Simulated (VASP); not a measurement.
# VMo (Cmmm) in VASP: a series of runs

The runs below take VMo through single point, with LDA.

All numbers are computed with VASP 6.6.1; they aren't measurements. Logs are shortened: lines on timing, memory, paths and dates and some standing lists are left out, and cuts for length are marked.

## (1) The cell of the first run

The structure is orthorhombic, space group Cmmm (No. 65). Conventional cell: a = 3.075 Å, b = 4.448 Å, c = 4.229 Å, α = 90.00°, β = 90.00°, γ = 90.00°. Within 3.4 Å of V (site symmetry mmm) lie 8 Mo at 2.61 to 3.07 Å and 6 V at 2.70 to 3.07 Å. Within 3.4 Å of Mo (site symmetry mmm) lie 8 V at 2.61 to 3.07 Å and 6 Mo at 2.70 to 3.07 Å.

## (2) Single point, LDA, collinear spin

INCAR

```
ALGO = Normal
EDIFF = 1E-6
ENCUT = 520
ISIF = 2
ISMEAR = -1
ISPIN = 2
LASPH = T
LCHARG = T
LELF = T
LMAXMIX = 4
LORBIT = 11
LREAL = F
LVHAR = T
LWAVE = F
MAGMOM = 0.05 0.05
NBANDS = 24
NELM = 150
NUPDOWN = 0.1
PREC = Accurate
SIGMA = 0.05
```

KPOINTS

```
k-points
0
Gamma
  11 11 7
```

POSCAR

```
VMo
1.0
    1.5372777900     -2.2240280561      0.0000000000
    1.5372777900      2.2240280561      0.0000000000
    0.0000000000      0.0000000000      4.2290126323
V Mo
1 1
Direct
    0.5000000000      0.5000000000      0.5000000000
    0.0000000000      0.0000000000      0.0000000000
```

Potentials or basis: VASP PAW LDA potentials, release 64 (V_sv, Mo_sv).

Run with:

```sh
$ cat potpaw_LDA.64/V_sv/POTCAR potpaw_LDA.64/Mo_sv/POTCAR > POTCAR
$ mpirun -np 1 vasp_std > vasp.out
```

OUTCAR:

```text
EDIFF = 1E-6
   ENCUT = 520
   ISIF = 2
   ISMEAR = -1
   ISPIN = 2
   LASPH = T
   LORBIT = 11
   LREAL = F
   NELM = 150
   NUPDOWN = 0.1
   PREC = Accurate

 ion  position               nearest neighbor table
   1  0.500  0.500  0.500-   2 2.61   2 2.61   2 2.61   2 2.61   2 3.07   2 3.07   2 3.07   2 3.07

   2  0.000  0.000  0.000-   1 2.61   1 2.61   1 2.61   1 2.61   1 3.07   1 3.07   1 3.07   1 3.07

  LATTYP: Found a base centered orthorhombic cell.
 ALAT       =     3.0745555800
 B/A-ratio  =     1.4467314044
 C/A-ratio  =     1.3754874558

  Lattice vectors:

 A1 = (   1.5372777900,  -2.2240280561,   0.0000000000)
 A2 = (   1.5372777900,   2.2240280561,   0.0000000000)
 A3 = (   0.0000000000,   0.0000000000,   4.2290126323)

Analysis of symmetry for initial positions (statically):
=====================================================================
 Subroutine PRICEL returns:
 Original cell was already a primitive cell.

 Routine SETGRP: Setting up the symmetry group for a
 base centered orthorhombic supercell.

 Subroutine GETGRP returns: Found  8 space group operations
 (whereof  8 operations were pure point group operations)
 out of a pool of  8 trial point group operations.

The static configuration has the point symmetry D_2h.

Analysis of symmetry for dynamics (positions and initial velocities):
=====================================================================
 Subroutine PRICEL returns:
 Original cell was already a primitive cell.

 Routine SETGRP: Setting up the symmetry group for a
 base centered orthorhombic supercell.

 Subroutine GETGRP returns: Found  8 space group operations
 (whereof  8 operations were pure point group operations)
 out of a pool of  8 trial point group operations.

The dynamic configuration has the point symmetry D_2h.

Analysis of structural, dynamic, and magnetic symmetry:
=====================================================================
 Subroutine PRICEL returns:
 Original cell was already a primitive cell.

 Routine SETGRP: Setting up the symmetry group for a
 base centered orthorhombic supercell.

 Subroutine GETGRP returns: Found  8 space group operations
 (whereof  8 operations were pure point group operations)
 out of a pool of  8 trial point group operations.

The overall configuration has the point symmetry D_2h.

 Subroutine INISYM returns: Found  8 space group operations
 (whereof  8 operations are pure point group operations),
 and found     1 'primitive' translations

----------------------------------------------------------------------------------------

                                     Primitive cell

  volume of cell :      28.9176

  direct lattice vectors                    reciprocal lattice vectors
     1.537277790 -2.224028056  0.000000000     0.325250259 -0.224817308  0.000000000
     1.537277790  2.224028056  0.000000000     0.325250259  0.224817308  0.000000000
     0.000000000  0.000000000  4.229012632     0.000000000  0.000000000  0.236461814

  length of vectors
     2.703613101  2.703613101  4.229012632     0.395386587  0.395386587  0.236461814

  position of ions in fractional coordinates (direct lattice)
     0.500000000  0.500000000  0.500000000
     0.000000000  0.000000000  0.000000000

  ion indices of the primitive-cell ions
   primitive index   ion index
                 1           1
                 2           2

----------------------------------------------------------------------------------------

 KPOINTS: k-points

Automatic generation of k-mesh.
 Grid dimensions read from file:
 generate k-points for:   11   11    7

 Generating k-lattice:

  Cartesian coordinates                     Fractional coordinates (reciprocal lattice)
     0.029568205 -0.020437937  0.000000000     0.090909091  0.000000000  0.000000000
     0.029568205  0.020437937  0.000000000     0.000000000  0.090909091  0.000000000
     0.000000000  0.000000000  0.033780259     0.000000000  0.000000000  0.142857143

  Length of vectors
     0.035944235  0.035944235  0.033780259

  Shift w.r.t. Gamma in fractional coordinates (k-lattice)
     0.000000000  0.000000000  0.000000000

 Subroutine IBZKPT returns following result:
 ===========================================

 Found    144 irreducible k-points:

 Following reciprocal coordinates:
            Coordinates               Weight
  0.000000  0.000000  0.000000      1.000000
  0.090909  0.000000  0.000000      4.000000
  0.181818  0.000000  0.000000      4.000000
  0.272727  0.000000  0.000000      4.000000
  0.363636  0.000000  0.000000      4.000000
  0.454545  0.000000  0.000000      4.000000
[... 16 lines left out ...]
 -0.272727  0.181818  0.000000      4.000000
 -0.181818  0.181818  0.000000      2.000000
 [... further k-points ...]
   k-points           NKPTS =    144   k-points in BZ     NKDIM =    144   number of bands    NBANDS=     24
   number of dos      NEDOS =    301   number of ions     NIONS =      2
   total plane-waves  NPLWV =  12800
   dimension x,y,z NGX =    20 NGY =   20 NGZ =   32
   dimension x,y,z NGXF=    40 NGYF=   40 NGZF=   64
   ions per type =               1   1
   NGX,Y,Z   is equivalent  to a cutoff of  12.30, 12.30, 12.58 a.u.
   NGXF,Y,Z  is equivalent  to a cutoff of  24.60, 24.60, 25.16 a.u.
 SYSTEM =  unknown system
   PREC   = accura    normal or accurate (medium, high low for compatibility)
   ISTART =      0    job   : 0-new  1-cont  2-samecut
   ICHARG =      2    charge: 1-file 2-atom 10-const
   ISPIN  =      2    spin polarized calculation?
   LNONCOLLINEAR =      F non collinear calculations
   LSORBIT =      F    spin-orbit coupling
   LASPH  =      T    aspherical Exc in radial PAW
   ENCUT  =  520.0 eV  38.22 Ry    6.18 a.u.   5.03  5.03  7.86*2*pi/ulx,y,z
   NELM   =    150;   NELMIN=  2; NELMDL= -5     # of ELM steps
   EDIFF  = 0.1E-05   stopping-criterion for ELM
   LREAL  =      F    real-space projection
[... 7 lines left out ...]
   TEBEG  =    0.0;   TEEND  =   0.0 temperature during run
   PSTRESS=    0.0 pullay stress
   NELECT =      27.0000    total number of electrons
   NUPDOWN=       0.1000    fix difference up-down
   EMIN   =  10.00;   EMAX   =-10.00  energy-range for DOS
   EFERMI =   0.00;   METHOD = LEGACY
   ISMEAR =    -1;   SIGMA  =   0.05  broadening in eV -4-tet -1-fermi 0-gaus
   EFERMI_NEDOS =   21; number of points for ismear=-14 and -15
   IALGO  =     38    algorithm
   IMIX   =      4    mixing-type and parameters
     AMIX     =   0.40;   BMIX     =  1.00
     AMIX_MAG =   1.60;   BMIX_MAG =  1.00
  volume/ion in A,a.u.               =      14.46        97.57
  Fermi-wavevector in a.u.,A,eV,Ry     =   1.600082  3.023716 34.834482  2.560262
  Thomas-Fermi vector in A             =   2.697274
   LORBIT       =     11    0 simple, 1 ext, 2 COOP (PROOUT), +10 PAW based schemes
   GGA     = CA    functional components
   LHFCALC =     F    Hartree Fock is set to
   AEXX    =    0.0000 exact exchange contribution
   IVDW    =     0    specifies the selected vdW correction
   LEPSILON=     F    determine dielectric tensor
   LRPA    =     F    only Hartree local field effects (RPA)
 spin polarized calculation
  energy-cutoff  :      520.00
  volume of cell :       28.92
 maximum number of plane-waves:       794
   NGX = 11   NGY = 11   NGZ = 15

 number of electron      26.9999993 magnetization       0.1000000

 Free energy of the ion-electron system (eV)
  ---------------------------------------------------
  ext. energy  EPLUGINS =         0.00000000
  ---------------------------------------------------
  free energy    TOTEN  =       -22.25007846 eV

  energy without entropy =      -22.23832738  energy(sigma->0) =      -22.24420292

 E-fermi :  10.9144     XC(G=0): -13.4550

 val. band max:       11.0308882814   @ k =  -0.3636   0.3636   0.0000
 cond. band min:      10.9353651556   @ k =  -0.2727   0.2727   0.4286
 fundamental gap:     -0.0955231258
 Fermi energy:        11.0314287356

 spin component 1

 k-point     1 :       0.0000    0.0000    0.0000
  band No.  band energies     occupation
      1     -52.1284      1.00000
      2     -49.2178      1.00000
      3     -26.5328      1.00000
      4     -26.2060      1.00000
      5     -26.0473      1.00000
      6     -23.3623      1.00000
[... 16 lines left out ...]
     23      28.3843      0.00000
     24      28.4117      0.00000

 k-point     2 :       0.0909    0.0000    0.0000
  band No.  band energies     occupation
      1     -52.1226      1.00000
      2     -49.2061      1.00000
      3     -26.5193      1.00000
      4     -26.2263      1.00000
      5     -26.0668      1.00000
      6     -23.3620      1.00000
[... 586 lines left out ...]
 k-point    24 :      -0.1818    0.1818    0.0000
  band No.  band energies     occupation
      1     -52.0951      1.00000
      2     -49.1445      1.00000
      3     -26.4853      1.00000
      4     -26.2707      1.00000
      5     -26.2137      1.00000
      6     -23.3141      1.00000
[... 16 lines left out ...]
     23      26.7766      0.00000
     24      28.0234      0.00000

 [... further k-points ...]

 spin component 2

 k-point     1 :       0.0000    0.0000    0.0000
  band No.  band energies     occupation
      1     -52.0719      1.00000
      2     -49.2115      1.00000
      3     -26.4860      1.00000
      4     -26.1485      1.00000
      5     -25.9865      1.00000
      6     -23.3549      1.00000
[... 16 lines left out ...]
     23      28.4151      0.00000
     24      28.4382      0.00000

 k-point     2 :       0.0909    0.0000    0.0000
  band No.  band energies     occupation
      1     -52.0661      1.00000
      2     -49.1998      1.00000
      3     -26.4724      1.00000
      4     -26.1687      1.00000
      5     -26.0060      1.00000
      6     -23.3547      1.00000
[... 586 lines left out ...]
 k-point    24 :      -0.1818    0.1818    0.0000
  band No.  band energies     occupation
      1     -52.0387      1.00000
      2     -49.1383      1.00000
      3     -26.4382      1.00000
      4     -26.2132      1.00000
      5     -26.1530      1.00000
      6     -23.3070      1.00000
[... 16 lines left out ...]
     23      26.8048      0.00000
     24      28.0487      0.00000

 [... further k-points ...]

------------------------ aborting loop because EDIFF is reached ----------------------------------------

  FORCE on cell =-STRESS in cart. coord.  units (eV):
  Direction    XX          YY          ZZ          XY          YZ          ZX
  --------------------------------------------------------------------------------------
  -------------------------------------------------------------------------------------
  Total       -1.9058933     -1.9926687     -1.8089414      0.0000000      0.0000000      0.0000000
  in kB     -105.5960233   -110.4038191   -100.2244074      0.0000000      0.0000000      0.0000000
  external PRESSURE =    -105.4080833 kB  Pullay stress =       0.0000000 kB

 VOLUME and BASIS-vectors are now :
 -----------------------------------------------------------------------------
  energy-cutoff  :      520.00
  volume of cell :       28.92
      direct lattice vectors                 reciprocal lattice vectors
     1.537277790 -2.224028056  0.000000000     0.325250259 -0.224817308  0.000000000
     1.537277790  2.224028056  0.000000000     0.325250259  0.224817308  0.000000000
     0.000000000  0.000000000  4.229012632     0.000000000  0.000000000  0.236461814

 POSITION                                       TOTAL-FORCE (eV/Angst)
 -----------------------------------------------------------------------------------
      1.53728      0.00000      2.11451         0.000000     -0.000000      0.000000
      0.00000      0.00000      0.00000        -0.000000      0.000000      0.000000
 -----------------------------------------------------------------------------------
    total drift:                                0.000000      0.000000      0.000000

  FREE ENERGIE OF THE ION-ELECTRON SYSTEM (eV)
  ---------------------------------------------------
  free  energy   TOTEN  =       -22.2500784569 eV

  energy  without entropy=      -22.2383273788  energy(sigma->0) =      -22.24420292

 total charge

# of ion       s       p       d       tot
------------------------------------------
    1        2.328   6.225   3.097  11.649
    2        2.405   6.189   4.024  12.618
--------------------------------------------------
tot          4.733  12.413   7.121  24.267

 magnetization (x)

# of ion       s       p       d       tot
------------------------------------------
    1        0.001   0.004   0.061   0.067
    2        0.000   0.004   0.007   0.012
--------------------------------------------------
tot          0.002   0.009   0.068   0.078
```

It took 2.5 min on 1 thread of Intel Xeon 8259CL, shared host; peak memory 0.25 GiB.

Results:

| Quantity | Value |
| --- | --- |
| Free energy | -22.2501 eV |
| Pressure | -10.5 GPa |
| Net moment | 0.10 μB per cell |
| Site moments | V +0.07; Mo +0.01 μB |
| Valence electrons inside the program's atomic spheres | V 11.65; Mo 12.62 |

Caveat: the cell stands under tension; the total moment is fixed, so each spin has its own Fermi level.

## (3) Single point, LDA, collinear spin, ferromagnetic start

INCAR

```
PREC = Accurate ; ENCUT = 520
EDIFF = 1E-6 ; ISMEAR = -1
SIGMA = 0.05 ; LREAL = F
LASPH = T ; NELM = 150
ALGO = Normal ; ISIF = 2
LWAVE = F ; LCHARG = F
ISPIN = 2 ; MAGMOM = 0.3 0.3
LORBIT = 11 ; NUPDOWN = 0.6
LMAXMIX = 4 ; GGA = CA
NBANDS = 24
```

KPOINTS

```
Automatic mesh
0
Gamma
  11 11 7
```

POSCAR is that of step 2.

Potentials or basis: VASP PAW LDA potentials, release 64 (V_sv, Mo_sv).

Run with:

```sh
$ cat potpaw_LDA.64/V_sv/POTCAR potpaw_LDA.64/Mo_sv/POTCAR > POTCAR
$ mpirun -np 1 vasp_std > vasp.out
```

Run time: 2.6 min. Hardware: 1 thread of Intel Xeon 8259CL, shared host; peak memory 0.25 GiB.

Results (log left out):

```yaml
Free_energy: -22.1590 eV
Pressure: -9.4 GPa
Net_moment: 0.60 μB per cell
Site_moments: V +0.39; Mo +0.08 μB
Valence_electrons_inside_the_program's_atomic_spheres: V 11.64; Mo 12.62
```

Stress tensor (GPa, compression positive):
```
-9.36  0.00  0.00
 0.00 -9.76  0.00
 0.00  0.00 -9.14
```

Caveat: the cell stands under tension; the total moment is fixed, so each spin has its own Fermi level.
